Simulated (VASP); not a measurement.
Input of a VASP 6.6.1 run:

File POSCAR:

```
Ti
1.0
    4.6593821385      0.0000000000      0.0000000000
   -2.3296910692      4.0351432979      0.0000000000
    0.0000000000      0.0000000000      2.8044073325
Ti
3
Direct
    0.0000000000      0.0000000000      0.0000000000
    0.3333333333      0.6666666667      0.5000000000
    0.6666666667      0.3333333333      0.5000000000
```

The input INCAR.step1:

```
PREC     = Accurate       # precision mode
ENCUT    = 520            # plane-wave cutoff, eV
ISMEAR   = 0              # smearing method
SIGMA    = 0.1            # smearing width, eV
LREAL    = F              # projectors in reciprocal space
LASPH    = T              # aspherical terms in the spheres
NELM     = 100            # most SCF steps
NBANDS   = 25             # bands
GGA      = PE             # functional
ALGO     = Normal         # electronic algorithm
EDIFF    = 1E-4           # SCF threshold, eV
LWAVE    = T              # write WAVECAR
LCHARG   = F              # write CHGCAR
```

INCAR.step2

```
PREC     = Accurate       # precision mode
ENCUT    = 520            # plane-wave cutoff, eV
EDIFF    = 1E-6           # SCF threshold, eV
ISMEAR   = 0              # smearing method
SIGMA    = 0.1            # smearing width, eV
LREAL    = F              # projectors in reciprocal space
LASPH    = T              # aspherical terms in the spheres
NELM     = 100            # most SCF steps
ALGO     = Normal         # electronic algorithm
ISIF     = 2              # what is computed and relaxed
LWAVE    = F              # write WAVECAR
LCHARG   = T              # write CHGCAR
METAGGA  = R2SCAN         # meta-GGA
LMIXTAU  = T            
LELF     = T              # ELF
LVHAR    = T            
NBANDS   = 25             # bands
ISTART   = 1
```

KPOINTS

```
Automatic mesh
0
Gamma
  12 12 18
```

Potentials or basis: VASP PAW PBE potentials, release 64 (Ti_sv).

Command:

```console
$ cat potpaw_PBE.64/Ti_sv/POTCAR > POTCAR
$ cp INCAR.step1 INCAR
$ mpirun -np 1 vasp_std > vasp.out
$ cp INCAR.step2 INCAR
$ mpirun -np 1 vasp_std > vasp.out
```

(1) What does it give for the band gap on the k mesh?

(2) What does it give for the pressure?

Results:

(1) zero (bands 18 and 19 overlap by 0.24 eV).

(2) -3.1 GPa.

Caveat: the cell differs from its parent crystal (biaxial strain in the a-b plane: +2.0 %, then relaxed in part); the stress differs along the axes, from -5 to 0 GPa; the PAW data sets were made with another functional, which shifts forces and pressure a little.
